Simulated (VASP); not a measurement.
# Ge2H in VASP: notebook, part 2 of 2

VASP 6.6.1.

**5. Single point, PBE+D3(BJ), collinear spin**

Input file INCAR:

```
SYSTEM = Ge2H
PREC = Accurate ; ENCUT = 520
EDIFF = 1E-6 ; ISMEAR = 0
SIGMA = 0.1 ; LREAL = .FALSE.
LASPH = .TRUE. ; NELM = 150
ALGO = Fast ; ISIF = 2
LWAVE = .FALSE. ; LCHARG = .FALSE.
ISPIN = 2 ; MAGMOM = 0 0 1
LORBIT = 11 ; LDIPOL = .TRUE.
IDIPOL = 3 ; DIPOL = 0.5 0.5 0.274
GGA = PE ; IVDW = 12
NBANDS = 26
```

Input file KPOINTS:

```
regular mesh
0
G
  9 9 1
  0 0 0
```

Input file POSCAR:

```
Ge2H
1.0
    4.0226895460      0.0000000000      0.0000000000
   -2.0113447730      3.4837513384      0.0000000000
    0.0000000000      0.0000000000     17.6842610184
Ge H
2 1
Direct
    0.3333333333      0.6666666667      0.2648830513
    0.6666666667      0.3333333333      0.2261898304
    0.4444444444      0.5555555556      0.3316090513
```

Potentials or basis: VASP PAW PBE potentials, release 64 (Ge_d, H).

The run is started by

```bash
$ cat potpaw_PBE.64/Ge_d/POTCAR potpaw_PBE.64/H/POTCAR > POTCAR
$ mpirun -np 1 vasp_std > vasp.out
```

OUTCAR:

```text
SYSTEM = Ge2H
   PREC = Accurate
   ENCUT = 520
   EDIFF = 1E-6
   ISMEAR = 0
   LREAL = .FALSE.
   LASPH = .TRUE.
   NELM = 150
   ISIF = 2
   ISPIN = 2
   LORBIT = 11
   GGA = PE
   IVDW = 12
 IVDW          = 12

 ion  position               nearest neighbor table
   1  0.333  0.667  0.265-   3 1.41   2 2.42   2 2.42   2 2.42
   2  0.667  0.333  0.226-   1 2.42   1 2.42   1 2.42
   3  0.444  0.556  0.332-   1 1.41

  LATTYP: Found a hexagonal cell.
 ALAT       =     4.0226895460
 C/A-ratio  =     4.3961287134

  Lattice vectors:
[... 1625 lines left out ...]
  energy-cutoff  :      520.00
  volume of cell :      247.83
      direct lattice vectors                 reciprocal lattice vectors
     4.022689546  0.000000000  0.000000000     0.248589902  0.143523447  0.000000000
    -2.011344773  3.483751338  0.000000000     0.000000000  0.287046894  0.000000000
     0.000000000  0.000000000 17.684261018     0.000000000  0.000000000  0.056547458

 POSITION                                       TOTAL-FORCE (eV/Angst)
 -----------------------------------------------------------------------------------
     -0.00000      2.32250      4.68426        -1.831757      1.057565     -1.993565
      2.01134      1.16125      4.00000         0.598177     -0.345358     -0.842891
      0.67045      1.93542      5.86426         1.233579     -0.712207      2.836456
 -----------------------------------------------------------------------------------
    total drift:                               -0.000056      0.000032      0.001393

  FREE ENERGIE OF THE ION-ELECTRON SYSTEM (eV)
  ---------------------------------------------------
  free  energy   TOTEN  =       -10.7798425457 eV

  energy  without entropy=      -10.7720946298  energy(sigma->0) =      -10.77596859

 vacuum level on the upper side and lower side of the slab         1.657         1.821

 total charge

# of ion       s       p       d       tot
------------------------------------------
    1        1.121   1.405  10.056  12.582
    2        1.186   1.148  10.008  12.342
    3        0.582   0.023   0.000   0.606
--------------------------------------------------
tot          2.889   2.576  20.065  25.530

 magnetization (x)

# of ion       s       p       d       tot
------------------------------------------
    1        0.001   0.019   0.004   0.023
    2        0.009   0.069   0.000   0.078
    3        0.006   0.001   0.000   0.007
--------------------------------------------------
tot          0.016   0.088   0.004   0.108
```

OSZICAR:

```text
N       E                     dE             d eps       ncg     rms          rms(c)
DAV:   1     0.199469332346E+03    0.19947E+03   -0.14694E+04  3080   0.137E+03
DAV:   2     0.228020910255E+02   -0.17667E+03   -0.17004E+03  2776   0.371E+02
DAV:   3    -0.788064246694E+01   -0.30683E+02   -0.30442E+02  3520   0.126E+02
[... 20 lines left out ...]
RMM:  24    -0.104480577889E+02   -0.38255E-05   -0.10337E-06  3084   0.477E-03    0.700E-04
RMM:  25    -0.104480595301E+02   -0.17412E-05   -0.49014E-07  3036   0.396E-03    0.427E-04
RMM:  26    -0.104480605636E+02   -0.10335E-05   -0.29837E-07  2939   0.324E-03    0.274E-04
RMM:  27    -0.104480621123E+02   -0.15487E-05   -0.13204E-07  2898   0.255E-03    0.172E-04
RMM:  28    -0.104480632774E+02   -0.11652E-05   -0.22642E-07  2865   0.264E-03    0.945E-05
RMM:  29    -0.104480634971E+02   -0.21970E-06   -0.18729E-07  2484   0.237E-03
   1 F= -.10779843E+02 E0= -.10775969E+02  d E =-.774792E-02  mag=     0.2318
```

It took 17 min on 1 thread of Oxide Virtual Turin-like, shared host; peak memory 0.56 GiB.

Results:

```yaml
Free_energy: -10.7798 eV
Largest_force: 3.174 eV/Å
Net_moment: 0.23 μB per cell
Site_moments: Ge +0.02, +0.08; H +0.01 μB
Valence_electrons_inside_the_program's_atomic_spheres: Ge 12.58, 12.34; H 0.61
Dispersion_energy_per_atom: -0.111 eV
```

Forces in eV/Å, atoms in the order of the input:
```
Ge  -1.832  1.058 -1.994
Ge   0.598 -0.345 -0.843
H    1.234 -0.712  2.836
```

Caveat: a moment this small can come from the mesh or the smearing.

**6. Single point, PBE+D3(BJ), collinear spin**

Input file INCAR:

```
SYSTEM = Ge2H
ALGO     = Normal         ! electronic algorithm
DIPOL    = 0.5 0.5 0.283
EDIFF    = 1E-6           ! SCF threshold, eV
ENCUT    = 520            ! plane-wave cutoff, eV
GGA      = PE             ! functional
IDIPOL   = 3            
ISIF     = 2              ! what is computed and relaxed
ISMEAR   = 0              ! smearing method
ISPIN    = 2              ! spin polarisation
IVDW     = 12             ! dispersion correction
LASPH    = .TRUE.         ! aspherical terms in the spheres
LCHARG   = .FALSE.        ! write CHGCAR
LDIPOL   = .TRUE.       
LORBIT   = 11             ! projections on sites
LREAL    = .FALSE.        ! projectors in reciprocal space
LWAVE    = .FALSE.        ! write WAVECAR
MAGMOM   = 0 0 1          ! initial moments
NBANDS   = 26             ! bands
NELM     = 150            ! most SCF steps
PREC     = Accurate       ! precision mode
SIGMA    = 0.1            ! smearing width, eV
```

Input file KPOINTS:

```
k-points
0
G
  9 9 1
  0 0 0
```

POSCAR, as its differences from that of step 5:

```diff
@@ -10,2 +10,2 @@
     0.6666666667      0.3333333333      0.2261898304
-    0.4444444444      0.5555555556      0.3316090513
+    1.1111111111     -0.1111111111      0.3593173055
```

Potentials or basis: VASP PAW PBE potentials, release 64 (Ge_d, H).

The run is started by

```bash
$ cat potpaw_PBE.64/Ge_d/POTCAR potpaw_PBE.64/H/POTCAR > POTCAR
$ mpirun -np 1 vasp_std > vasp.out
```

Run time: 7.2 min. Hardware: 1 thread of Oxide Virtual Turin-like, shared host; peak memory 0.54 GiB.

The run converged. Its results:

| Property | Result |
| --- | --- |
| Free energy | -9.9826 eV |
| Largest force | 1.465 eV/Å |
| Net moment | 0.76 μB per cell |
| Site moments | Ge +0.01, +0.14; H +0.19 μB |
| Valence electrons inside the program's atomic spheres | Ge 12.31, 12.33; H 0.40 |
| Dispersion energy per atom | -0.132 eV |

Forces on the atoms (eV/Å):
```
Ge  -0.908  0.524  1.023
Ge   0.132 -0.076 -0.219
H    0.776 -0.448 -0.804
```

Levels at points of the mesh, in eV from the Fermi level:
Spin up:
```csv
k point,band 11,band 12,band 13,band 14,band 15,band 16,band 17,band 18,band 19,band 20
"(0.00, 0.00, 0.00)",-11.46,-4.45,-1.13,-0.53,-0.46,0.66,3.33,3.81,3.93,4.67
```
Spin down:
```csv
k point,band 12,band 13,band 14,band 15,band 16,band 17
"(0.00, 0.00, 0.00)",-3.98,-0.58,-0.44,0.13,0.98,3.57
```

**7. Overview**

```csv
cell,gap on the mesh (eV),moment (μB),largest force (eV/Å)
"as given, atomic positions A",0.14,0.98,0.54
"as given, atomic positions B",0.06,0.99,0.11
"as given, atomic positions C",0.11,0.99,0.07
"as given, atomic positions D",none,0.23,3.17
"as given, atomic positions E",none,0.76,1.46
```

Alike in all rows: task single point; level PBE+D3(BJ); potentials or basis VASP PAW PBE potentials, release 64 (Ge_d, H); spin collinear; k mesh 9 × 9 × 1; cutoff (eV) 520; smearing gaussian 0.1 eV.

Caveats: a moment this small can come from the mesh or the smearing (at least some runs).

Absolute energies hang on the potentials; compare differences alone.
